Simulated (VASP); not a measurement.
# Cu3N (Pm-3m) in VASP: notebook, part 3 of 3

VASP 6.6.1. Earlier steps stand in the parts before.

## 5. Single point, r2SCAN

File POSCAR:

```
Cu3N
1.0
    3.7893700930      0.0000000000      0.0000000000
    0.0000000000      3.7893700930      0.0000000000
    0.0000000000      0.0000000000      3.7893700930
Cu N
3 1
Direct
    0.5000000000      0.0000000000      0.0000000000
    0.0000000000      0.5000000000      0.0000000000
    0.0000000000      0.0000000000      0.5000000000
    0.0000000000      0.0000000000      0.0000000000
```

File INCAR.step1:

```
SYSTEM = Cu3N
ALGO = Normal
EDIFF = 1E-5
ENCUT = 660
GGA = PE
GGA_COMPAT = .FALSE.
ISMEAR = -1
LASPH = .TRUE.
LCHARG = .FALSE.
LREAL = .FALSE.
LWAVE = .TRUE.
NBANDS = 27
NELM = 120
PREC = Accurate
SIGMA = 0.02
```

File INCAR.step2:

```
SYSTEM = Cu3N
ALGO = Normal
EDIFF = 1E-6
ENCUT = 660
GGA_COMPAT = .FALSE.
ISIF = 2
ISMEAR = -1
ISTART = 1
LASPH = .TRUE.
LCHARG = .TRUE.
LELF = .TRUE.
LMIXTAU = .TRUE.
LREAL = .FALSE.
LVHAR = .TRUE.
LWAVE = .FALSE.
METAGGA = R2SCAN
NBANDS = 27
NELM = 120
PREC = Accurate
SIGMA = 0.02
```

File KPOINTS:

```
k-points
0
G
  6 6 6
  0 0 0
```

Command:

```console
> cat potpaw_PBE.64/Cu/POTCAR potpaw_PBE.64/N/POTCAR > POTCAR
> cp INCAR.step1 INCAR
> mpirun -np 1 vasp_std > vasp.out
> cp INCAR.step2 INCAR
> mpirun -np 1 vasp_std > vasp.out
```

It took 87 s on 1 thread of Intel Xeon Platinum 8488C (Sapphire Rapids), shared host; peak memory 0.2 GiB.

Results (log left out):

- Free energy: -40.7095 eV
- Pressure: 0.7 GPa
- Band gap on the k mesh: 0.25 eV (least direct gap 0.86 eV)

Levels at points of the mesh, in eV from the valence-band top:
```tsv
k point	band 17	band 18	band 19	band 20	band 21	band 22
(0.00, 0.00, 0.00)	-1.98	-1.98	-1.91	1.20	5.72	5.72
(0.50, 0.00, 0.00)	-1.98	-1.51	-1.51	1.85	3.56	7.38
(0.50, 0.50, 0.00)	-1.14	-1.14	-0.75	0.25	4.02	5.19
(0.50, 0.50, 0.50)	0.00	0.00	0.00	0.94	0.94	0.94
```

Caveat: semilocal functionals underestimate gaps, and a narrow one can read as zero; the PAW data sets were made with another functional, which shifts forces and pressure a little. A k mesh can miss the band edges.

## 6. Relaxation of cell and atoms, PBEsol

This run uses another cell than the first one, of 14.03 Å³/atom.

File INCAR:

```
ALGO = Normal
EDIFF = 1E-7
EDIFFG = -0.005
ENCUT = 600
GGA = PS
GGA_COMPAT = F
IBRION = 2
ISIF = 3
ISMEAR = -1
LASPH = T
LCHARG = F
LREAL = F
LWAVE = F
NELM = 120
NELMIN = 4
NSW = 80
PREC = Accurate
SIGMA = 0.02
```

File KPOINTS:

```
k-points
0
Gamma
  6 6 6
```

File POSCAR:

```
Cu3N
1.0
    3.8288425857      0.0000000000      0.0000000000
    0.0000000000      3.8288425857      0.0000000000
    0.0000000000      0.0000000000      3.8288425857
Cu N
3 1
Direct
    0.5000000000      0.0000000000      0.0000000000
    0.0000000000      0.5000000000      0.0000000000
    0.0000000000      0.0000000000      0.5000000000
    0.0000000000      0.0000000000      0.0000000000
```

Potentials or basis: VASP PAW PBE potentials, release 64 (Cu, N).

Command:

```console
> cat potpaw_PBE.64/Cu/POTCAR potpaw_PBE.64/N/POTCAR > POTCAR
> mpirun -np 1 vasp_std > vasp.out
```

Run time: 76 s. Hardware: 1 thread of Intel Xeon Platinum 8488C (Sapphire Rapids), shared host; peak memory 0.19 GiB.

The run converged. Its results:

```
Free energy                           : -20.4318 eV
Relaxed volume                        : 13.42 Å³/atom
Relaxed cell                          : a = 3.772 Å, b = 3.772 Å, c = 3.772 Å, α = 90.00°, β = 90.00°, γ = 90.00°
Space group after relaxing (to 0.1 Å) : Pm-3m (No. 221)
Energy gained by relaxing             : 10.6 meV/atom
Ionic steps                           : 3
Pressure after relaxing               : 0.0 GPa
Band gap on the k mesh                : 0.05 eV (least direct gap 0.60 eV)
```

The path:
| step | energy change (eV) | largest force (eV/Å) | pressure (GPa) | volume (Å³) |
| --- | --- | --- | --- | --- |
| 1 | 0.0000 | 0.0000 | -5.33 | 56.13 |
| 2 | -0.0305 | 0.0000 | 3.16 | 52.42 |
| 3 | -0.0425 | 0.0000 | 0.02 | 53.67 |

Final structure:
```yaml
crystal:
  lattice:
    - [3.77198, 0.00000, 0.00000]
    - [0.00000, 3.77198, 0.00000]
    - [0.00000, 0.00000, 3.77198]
  atoms:
    - { symbol: Cu, position: [0.50000, 0.00000, 0.00000] }
    - { symbol: Cu, position: [0.00000, 0.50000, 0.00000] }
    - { symbol: Cu, position: [0.00000, 0.00000, 0.50000] }
    - { symbol: N, position: [0.00000, 0.00000, 0.00000] }
```

Levels at points of the mesh, in eV from the valence-band top:
```csv
k point,band 16,band 17,band 18,band 19,band 20,band 21,band 22,band 23
"(0.00, 0.00, 0.00)",-1.90,-1.90,-1.90,-1.86,1.08,5.38,5.38,6.61
"(0.50, 0.00, 0.00)",-2.28,-1.90,-1.48,-1.48,1.64,3.33,6.93,7.23
"(0.50, 0.50, 0.00)",-2.23,-1.12,-1.12,-0.72,0.05,3.66,4.89,4.89
"(0.50, 0.50, 0.50)",-1.95,0.00,0.00,0.00,0.65,0.65,0.65,6.05
```

Caveat: semilocal functionals underestimate gaps, and a narrow one can read as zero; the PAW data sets were made with another functional, which shifts forces and pressure a little.

## 7. Relaxation of cell and atoms, r2SCAN

This run uses another cell than the first one, of 14.03 Å³/atom.

POSCAR is that of step 6.

File INCAR.step1:

```
ALGO     = Normal         # electronic algorithm
EDIFF    = 1E-5           # SCF threshold, eV
EDIFFG   = -0.005         # ionic threshold
ENCUT    = 660            # plane-wave cutoff, eV
GGA      = PE             # functional
GGA_COMPAT= False        
IBRION   = 2              # ionic algorithm
ISIF     = 3              # what is computed and relaxed
ISMEAR   = -1             # smearing method
LASPH    = True           # aspherical terms in the spheres
LCHARG   = False          # write CHGCAR
LREAL    = False          # projectors in reciprocal space
LWAVE    = True           # write WAVECAR
NELM     = 120            # most SCF steps
NELMIN   = 4            
NSW      = 100            # ionic steps
PREC     = Accurate       # precision mode
SIGMA    = 0.02           # smearing width, eV
```

File INCAR.step2:

```
ALGO     = Normal         # electronic algorithm
EDIFF    = 1E-7           # SCF threshold, eV
EDIFFG   = -0.005         # ionic threshold
ENCUT    = 660            # plane-wave cutoff, eV
GGA_COMPAT= False        
IBRION   = 2              # ionic algorithm
ISIF     = 3              # what is computed and relaxed
ISMEAR   = -1             # smearing method
ISTART   = 1            
LASPH    = True           # aspherical terms in the spheres
LCHARG   = False          # write CHGCAR
LMIXTAU  = True         
LREAL    = False          # projectors in reciprocal space
LWAVE    = False          # write WAVECAR
METAGGA  = R2SCAN         # meta-GGA
NELM     = 120            # most SCF steps
NELMIN   = 4            
NSW      = 80             # ionic steps
PREC     = Accurate       # precision mode
SIGMA    = 0.02           # smearing width, eV
```

KPOINTS is that of step 6.

Command:

```console
> cat potpaw_PBE.64/Cu/POTCAR potpaw_PBE.64/N/POTCAR > POTCAR
> cp INCAR.step1 INCAR
> mpirun -np 1 vasp_std > vasp.out
> cp INCAR.step2 INCAR
> mpirun -np 1 vasp_std > vasp.out
```

Wall time 3.7 min (1 thread of Intel Xeon Platinum 8488C (Sapphire Rapids), shared host); peak memory 0.2 GiB.

The run converged. Its results:

| Item | Value |
| --- | --- |
| Free energy | -40.7119 eV |
| Relaxed volume | 13.67 Å³/atom |
| Relaxed cell | a = 3.796 Å, b = 3.796 Å, c = 3.796 Å, α = 90.00°, β = 90.00°, γ = 90.00° |
| Space group after relaxing (to 0.1 Å) | Pm-3m (No. 221) |
| Energy gained by relaxing | 3.6 meV/atom |
| Ionic steps | 3 |
| Pressure after relaxing | 0.0 GPa |
| Band gap on the k mesh | 0.27 eV (least direct gap 0.87 eV) |

The path:
```tsv
step	energy change (eV)	largest force (eV/Å)	pressure (GPa)	volume (Å³)
1	0.0000	0.0000	-3.18	56.13
2	-0.0099	0.0000	1.91	53.90
3	-0.0146	0.0000	-0.03	54.69
```

Final structure:
```xyz
4
Lattice="3.7959 0.0000 0.0000 0.0000 3.7959 0.0000 0.0000 0.0000 3.7959" Properties=species:S:1:pos:R:3 pbc="T T T"
Cu    1.8979    0.0000    0.0000
Cu    0.0000    1.8979    0.0000
Cu    0.0000    0.0000    1.8979
N     0.0000    0.0000    0.0000
```

Levels at points of the mesh, in eV from the valence-band top:
```
           k point  band 16  band 17  band 18  band 19  band 20  band 21  band 22  band 23
(0.00, 0.00, 0.00)    -1.97    -1.97    -1.97    -1.90     1.19     5.70     5.70     7.02
(0.50, 0.00, 0.00)    -2.30    -1.97    -1.50    -1.50     1.84     3.56     7.35     7.58
(0.50, 0.50, 0.00)    -2.28    -1.13    -1.13    -0.74     0.27     4.00     5.18     5.18
(0.50, 0.50, 0.50)    -2.00     0.00     0.00     0.00     0.95     0.95     0.95     6.33
```

Caveat: semilocal functionals underestimate gaps, and a narrow one can read as zero; the PAW data sets were made with another functional, which shifts forces and pressure a little. A k mesh can miss the band edges.

## 8. Overview

| task | level | potentials or basis | cell | cutoff (eV) | gap on the mesh (eV) | pressure (GPa) | relaxed volume (Å³/atom) |
| --- | --- | --- | --- | --- | --- | --- | --- |
| single point | PBE | VASP PAW PBE potentials, release 64 (Cu, N) | a = 3.789 Å, 4 atoms | 600 | 0.14 | 4.7 | - |
| single point | LDA | VASP PAW LDA potentials, release 64 (Cu, N) | a = 3.789 Å, 4 atoms | 600 | 0.15 | -6.1 | - |
| single point | PBEsol | VASP PAW PBE potentials, release 64 (Cu, N) | a = 3.766 Å, 4 atoms | 600 | 0.03 | 0.8 | - |
| single point | r2SCAN | VASP PAW PBE potentials, release 64 (Cu, N) | a = 3.789 Å, 4 atoms | 660 | 0.25 | 0.7 | - |
| relaxation of cell and atoms | PBEsol | VASP PAW PBE potentials, release 64 (Cu, N) | relaxed from a = 3.829 Å, 4 atoms | 600 | 0.05 | 0.0 | 13.42 |
| relaxation of cell and atoms | r2SCAN | VASP PAW PBE potentials, release 64 (Cu, N) | relaxed from a = 3.829 Å, 4 atoms | 660 | 0.27 | 0.0 | 13.67 |

Alike in all rows: no spin polarisation; k mesh 6 × 6 × 6; smearing fermi-dirac 0.02 eV.

Caveats: semilocal functionals underestimate gaps, and a narrow one can read as zero; the PAW data sets were made with another functional, which shifts forces and pressure a little (at least some runs); the cell stands under pressure (at least some runs); the cell stands under tension (at least some runs).

Absolute energies hang on the potentials; compare differences alone.
